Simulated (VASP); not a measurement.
Sn, 2 atoms in the cell. The structure is tetragonal, space group I4_1/amd (No. 141). Conventional cell: a = 5.958 Å, b = 5.958 Å, c = 3.241 Å, α = 90.00°, β = 90.00°, γ = 90.00°. Sn (site symmetry -4m2) has 10 Sn at 3.09 to 3.84 Å within 4.1 Å. 

- Program: VASP 6.6.1
- Task: single point
- Functional: LDA
- Potentials or basis: VASP PAW LDA potentials, release 64 (Sn_d)
- Cutoff: 520 eV
- k mesh: 9 × 9 × 9
- Occupations: fermi-dirac, width 0.05 eV
- Spin: no spin polarisation
- Dipole correction: no
- Further INCAR settings: ALGO = Normal; EDIFF = 1e-07; NBANDS = 21

Potentials or basis: VASP PAW LDA potentials, release 64 (Sn_d).

Launch:

```bash
$ cat potpaw_LDA.64/Sn_d/POTCAR > POTCAR
$ mpirun -np 1 vasp_std > vasp.out
```

Hardware: 1 thread of Intel Xeon 8259CL, with other jobs on the host.

Q: How long does it take, and how much memory?

A: Wall time 110 s on 1 thread of Intel Xeon 8259CL, with other jobs on the host, peak memory 0.21 GiB. Counts: scf iterations 11, k points 75.
